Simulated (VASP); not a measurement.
Au2I3:

```
Au I
1.0
     4.92223    0.00000    0.00000
    -2.46111    4.26277    0.00000
     0.00000    0.00000    7.65819
Au I
2 3
Direct
  0.33333 0.66667 0.24500
  0.66667 0.33333 0.75500
  0.00000 0.00000 0.00000
  0.33333 0.66667 0.64500
  0.66667 0.33333 0.35500
```

- Program: VASP 6.6.1
- Task: relaxation of cell and atoms
- Functional: PBE
- Potentials or basis: VASP PAW PBE potentials, release 64 (Au, I)
- Cutoff: 600 eV
- k mesh: 6 × 6 × 2
- Occupations: gaussian, width 0.1 eV
- Spin: no spin polarisation

At the start: pressure -0.2 GPa; volume 32.14 Å³/atom.

Task: Where does the relaxation end?

Result: Over 32 steps the energy falls by 271.8 meV/atom and the volume is 32.76 Å³/atom (+1.9 %); space group P-3m1 (No. 164, to 0.05 Å).

Step by step:
```
step  energy change (eV)  largest force (eV/Å)  pressure (GPa)  volume (Å³)
   1              0.0000                0.8126           -0.21       160.69
   2             -0.2070                0.6925           -0.06       159.62
   3             -0.7066                0.5640            2.09       155.22
   4              1.7015                2.6989           21.98       141.70
   5             -0.7171                0.6188            3.08       154.25
   6             -0.8402                0.5710            2.15       159.06
   7             -0.9769                0.4675            0.67       170.08
   8             -0.9915                0.4321            0.31       174.33
   9             -0.9928                0.4188            0.19       175.94
  10             -1.0063                0.3921           -0.10       176.10
  11             -1.0297                0.3208           -0.86       176.53
  12             -1.0328                0.2902           -1.18       176.72
  13             -1.0400                0.2921           -1.16       176.10
  14             -1.0612                0.2961           -1.10       174.22
  15             -1.1000                0.2998           -0.92       170.51
  16             -1.1571                0.2843           -0.43       163.19
  17             -1.1111                0.0949            1.66       149.05
  18             -1.1679                0.2637            0.11       158.73
  19             -1.1683                0.2474            0.31       157.10
  20             -1.2046                0.2115            0.35       156.08
  21             -1.2744                0.0912            0.48       152.93
  22             -1.2792                0.1720            0.61       151.33
  23             -1.2803                0.1463            0.55       151.80
  24             -1.3034                0.2028           -0.17       155.07
  25             -1.3089                0.2537           -0.72       157.81
  26             -1.3231                0.1832           -0.33       157.24
  27             -1.3278                0.1182            0.04       156.72
  28             -1.3278                0.1099            0.10       156.66
  29             -1.3304                0.1037            0.10       156.98
  30             -1.3372                0.0903            0.04       157.94
  31             -1.3477                0.0690           -0.01       159.88
  32             -1.3588                0.0349           -0.04       163.79
```

Final structure:
```cif
data_structure
_symmetry_space_group_name_H-M 'P 1'
_symmetry_Int_Tables_number 1
_cell_length_a 4.3311
_cell_length_b 4.3311
_cell_length_c 10.0826
_cell_angle_alpha 90.000
_cell_angle_beta 90.000
_cell_angle_gamma 120.000
_cell_volume 163.79
loop_
_atom_site_label
_atom_site_type_symbol
_atom_site_fract_x
_atom_site_fract_y
_atom_site_fract_z
_atom_site_occupancy
Au1 Au 0.33333 0.66667 0.18153 1
Au2 Au 0.66667 0.33333 0.81847 1
I1 I 0.00000 0.00000 0.00000 1
I2 I 0.33333 0.66667 0.68013 1
I3 I 0.66667 0.33333 0.31987 1
```

Caveat: the k points lie up to 0.31 Å⁻¹ apart in the final cell; this functional lacks dispersion, which binds the layers, so the pressure and a relaxed spacing across them are unreliable; an odd number of electrons without spin polarisation forces a metal; a magnetic or distorted state may lie lower.
